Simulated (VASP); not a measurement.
# Pb (Fm-3m) in VASP: settings compared, part 2 of 2

VASP 6.6.1. Earlier steps stand in the parts before.

### Step 3. Single point, PBEsol, non-collinear spin, zero start, spin-orbit coupling

This run uses another cell than the first one, of 28.50 Å³/atom, 0.939 times its volume.

The input, INCAR:

```
SYSTEM = Pb
PREC = Accurate ; ENCUT = 520
EDIFF = 1E-7 ; ISMEAR = -1
SIGMA = 0.05 ; LREAL = .FALSE.
LASPH = .TRUE. ; NELM = 150
ALGO = Normal ; ISIF = 2
LWAVE = .FALSE. ; LCHARG = .FALSE.
LNONCOLLINEAR = .TRUE. ; MAGMOM = 0 0 0
LORBIT = 11 ; LSORBIT = .TRUE.
GGA_COMPAT = .FALSE. ; LORBMOM = .TRUE.
GGA = PS ; NBANDS = 25
```

The input, KPOINTS:

```
regular mesh
0
G
  9 9 9
  0 0 0
```

The input, POSCAR:

```
Pb
1.0
    0.0000000000      2.4244952108      2.4244952108
    2.4244952108      0.0000000000      2.4244952108
    2.4244952108      2.4244952108      0.0000000000
Pb
1
Direct
    0.0000000000      0.0000000000      0.0000000000
```

Potentials or basis: VASP PAW PBE potentials, release 64 (Pb_d).

On the command line:

```sh
$ cat potpaw_PBE.64/Pb_d/POTCAR > POTCAR
$ mpirun -np 1 vasp_ncl > vasp.out
```

OUTCAR:

```text
SYSTEM = Pb
   PREC = Accurate
   ENCUT = 520
   EDIFF = 1E-7
   ISMEAR = -1
   LREAL = .FALSE.
   LASPH = .TRUE.
   NELM = 150
   ISIF = 2
   LNONCOLLINEAR = .TRUE.
   LORBIT = 11
   LSORBIT = .TRUE.
   GGA = PS

 ion  position               nearest neighbor table
   1  0.000  0.000  0.000-

  LATTYP: Found a face centered cubic cell.
 ALAT       =     4.8489904216

  Lattice vectors:

 A1 = (   0.0000000000,   2.4244952108,   2.4244952108)
 A2 = (   2.4244952108,   0.0000000000,   2.4244952108)
 A3 = (   2.4244952108,   2.4244952108,   0.0000000000)

Analysis of symmetry for initial positions (statically):
=====================================================================
 Subroutine PRICEL returns:
 Original cell was already a primitive cell.

 Routine SETGRP: Setting up the symmetry group for a
 face centered cubic supercell.

 Subroutine GETGRP returns: Found 48 space group operations
 (whereof 48 operations were pure point group operations)
 out of a pool of 48 trial point group operations.

The static configuration has the point symmetry O_h .

Analysis of symmetry for dynamics (positions and initial velocities):
=====================================================================
 Subroutine PRICEL returns:
 Original cell was already a primitive cell.

 Routine SETGRP: Setting up the symmetry group for a
 face centered cubic supercell.

 Subroutine GETGRP returns: Found 48 space group operations
 (whereof 48 operations were pure point group operations)
 out of a pool of 48 trial point group operations.

The dynamic configuration has the point symmetry O_h .

Analysis of structural, dynamic, and magnetic symmetry:
=====================================================================
 Subroutine PRICEL returns:
 Original cell was already a primitive cell.

[... 843 lines left out ...]
  Total        0.4554874      0.4554874      0.4554874     -0.0000000      0.0000000      0.0000000
  in kB       25.6031259     25.6031259     25.6031259     -0.0000000      0.0000000      0.0000000
  external PRESSURE =      25.6031259 kB  Pullay stress =       0.0000000 kB

 VOLUME and BASIS-vectors are now :
 -----------------------------------------------------------------------------
  energy-cutoff  :      520.00
  volume of cell :       28.50
      direct lattice vectors                 reciprocal lattice vectors
     0.000000000  2.424495211  2.424495211    -0.206228496  0.206228496  0.206228496
     2.424495211  0.000000000  2.424495211     0.206228496 -0.206228496  0.206228496
     2.424495211  2.424495211  0.000000000     0.206228496  0.206228496 -0.206228496

 POSITION                                       TOTAL-FORCE (eV/Angst)
 -----------------------------------------------------------------------------------
      0.00000      0.00000      0.00000         0.000000      0.000000      0.000000
 -----------------------------------------------------------------------------------
    total drift:                               -0.000000      0.000000     -0.000000

  FREE ENERGIE OF THE ION-ELECTRON SYSTEM (eV)
  ---------------------------------------------------
  free  energy   TOTEN  =        -4.5431222585 eV

  energy  without entropy=       -4.5400601937  energy(sigma->0) =       -4.54159123

 orbital moment (x)

 # of ion     p       d       tot
 ----------------------------------------
  1         0.000  -0.000  -0.000
 ----------------------------------------
            0.000  -0.000  -0.000

 orbital moment (y)

 # of ion     p       d       tot
 ----------------------------------------
  1         0.000  -0.000  -0.000
 ----------------------------------------
            0.000  -0.000  -0.000

 orbital moment (z)

 # of ion     p       d       tot
 ----------------------------------------
  1         0.000  -0.000  -0.000
 ----------------------------------------
            0.000  -0.000  -0.000

 Spin-Orbit-Coupling matrix elements

 Ion:    1  E_soc:     -1.1269987
 l=   1
     0.0000000    -0.1200313    -0.1200313
    -0.1200313     0.0000000    -0.1200313
    -0.1200313    -0.1200313     0.0000000
 l=   2
     0.0000000    -0.0136643     0.0000000    -0.0136643    -0.0541375
    -0.0136643     0.0000000    -0.0406031    -0.0136643    -0.0135344
     0.0000000    -0.0406031     0.0000000    -0.0406031     0.0000000
    -0.0136643    -0.0136643    -0.0406031     0.0000000    -0.0135344
    -0.0541375    -0.0135344     0.0000000    -0.0135344     0.0000000
 l=   3
     0.0000000     0.0000000     0.0000000     0.0000000     0.0000000     0.0000000     0.0000000
     0.0000000     0.0000000     0.0000000     0.0000000     0.0000000     0.0000000     0.0000000
     0.0000000     0.0000000     0.0000000     0.0000000     0.0000000     0.0000000     0.0000000
     0.0000000     0.0000000     0.0000000     0.0000000     0.0000000     0.0000000     0.0000000
     0.0000000     0.0000000     0.0000000     0.0000000     0.0000000     0.0000000     0.0000000
     0.0000000     0.0000000     0.0000000     0.0000000     0.0000000     0.0000000     0.0000000
     0.0000000     0.0000000     0.0000000     0.0000000     0.0000000     0.0000000     0.0000000

 total charge

# of ion       s       p       d       tot
------------------------------------------
    1        1.387   0.786   9.812  11.986

 magnetization (x)

# of ion       s       p       d       tot
------------------------------------------
    1        0.000   0.000   0.000   0.000

 magnetization (y)

# of ion       s       p       d       tot
------------------------------------------
    1        0.000   0.000   0.000   0.000

 magnetization (z)

# of ion       s       p       d       tot
------------------------------------------
    1       -0.000   0.000  -0.000  -0.000
```

OSZICAR:

```text
N       E                     dE             d eps       ncg     rms          rms(c)
DAV:   1     0.148866174124E+03    0.14887E+03   -0.67438E+03  1766   0.139E+03
DAV:   2     0.698323197058E+01   -0.14188E+03   -0.13627E+03  1782   0.370E+02
DAV:   3    -0.416445178751E+01   -0.11148E+02   -0.11042E+02  2109   0.124E+02
DAV:   4    -0.453943667796E+01   -0.37498E+00   -0.37472E+00  2255   0.239E+01
DAV:   5    -0.455868938528E+01   -0.19253E-01   -0.19252E-01  2715   0.499E+00    0.652E-01
DAV:   6    -0.454690002486E+01    0.11789E-01   -0.15244E-02  2547   0.232E+00    0.297E-01
DAV:   7    -0.454345859754E+01    0.34414E-02   -0.51313E-03  2573   0.121E+00    0.214E-01
DAV:   8    -0.454325913772E+01    0.19946E-03   -0.19987E-04  2226   0.174E-01    0.394E-02
DAV:   9    -0.454312352893E+01    0.13561E-03   -0.77168E-05  2304   0.171E-01    0.367E-03
DAV:  10    -0.454312310707E+01    0.42185E-06   -0.15709E-06  2625   0.176E-02    0.192E-03
DAV:  11    -0.454312240246E+01    0.70462E-06   -0.62922E-08  1750   0.390E-03    0.421E-04
DAV:  12    -0.454312229468E+01    0.10777E-06   -0.10144E-08  1456   0.124E-03    0.148E-04
DAV:  13    -0.454312225852E+01    0.36164E-07   -0.27528E-09  1467   0.775E-04
   1 F= -.45431223E+01 E0= -.45415912E+01  d E =-.306206E-02  mag=    -0.0000     0.0000    -0.0000
```

It took 97 s on 1 thread of AMD EPYC 7R13, shared host; peak memory 0.23 GiB.

Results:

```yaml
Free_energy: -4.5431 eV
Pressure: 2.6 GPa
Net_moment: 0.00 μB per cell
Valence_electrons_inside_the_program's_atomic_spheres: Pb 11.99
```

Moments on the atoms (μB; x, y, z):
```
Pb  0.00 0.00 0.00
```

Caveat: the PAW data sets were made with another functional, which shifts forces and pressure a little.

### Step 4. Single point, PBEsol, non-collinear spin, zero start, spin-orbit coupling

This run uses another cell than the first one, of 29.11 Å³/atom, 0.959 times its volume.

The input, INCAR:

```
SYSTEM = Pb
ALGO = Normal
EDIFF = 1E-7
ENCUT = 520
GGA = PS
GGA_COMPAT = .FALSE.
ISIF = 2
ISMEAR = -1
LASPH = .TRUE.
LCHARG = .FALSE.
LORBIT = 11
LORBMOM = .TRUE.
LREAL = .FALSE.
LSORBIT = .TRUE.
LWAVE = .FALSE.
MAGMOM = 0 0 0
NBANDS = 25
NELM = 150
PREC = Accurate
SIGMA = 0.05
```

The input, KPOINTS:

```
k-points
0
G
  9 9 9
  0 0 0
```

The input, POSCAR:

```
Pb
1.0
    0.0000000000      2.4415696833      2.4415696833
    2.4415696833      0.0000000000      2.4415696833
    2.4415696833      2.4415696833      0.0000000000
Pb
1
Direct
    0.0000000000      0.0000000000      0.0000000000
```

On the command line:

```sh
$ cat potpaw_PBE.64/Pb_d/POTCAR > POTCAR
$ mpirun -np 1 vasp_ncl > vasp.out
```

It took 92 s on 1 thread of AMD EPYC 7R13, shared host; peak memory 0.23 GiB.

It converged, with:

```
Free energy                                           : -4.5509 eV
Pressure                                              : 1.4 GPa
Net moment                                            : 0.00 μB per cell
Valence electrons inside the program's atomic spheres : Pb 11.97
```

Moments on the atoms (μB; x, y, z):
```
Pb  0.00 0.00 0.00
```

Caveat: the PAW data sets were made with another functional, which shifts forces and pressure a little.

### Step 5. Overview

```csv
level,spin,cell,pressure (GPa),moment (μB)
r2SCAN+D3(BJ),off,"a = 3.502 Å, angles 60.0°, 1 atom",0.0,-
PBEsol,"non-collinear, zero start, SOC","a = 3.429 Å, angles 60.0°, 1 atom",2.6,0.00
PBEsol,"non-collinear, zero start, SOC","a = 3.453 Å, angles 60.0°, 1 atom",1.4,0.00
```

Alike in all rows: task single point; potentials or basis VASP PAW PBE potentials, release 64 (Pb_d); k mesh 9 × 9 × 9; cutoff (eV) 520; smearing fermi-dirac 0.05 eV.

Caveats: the PAW data sets were made with another functional, which shifts forces and pressure a little; pairwise dispersion overbinds metals, which lowers pressure and volume (some runs).

Total energies depend on the potentials used, so only differences within one code and one set of settings carry meaning.
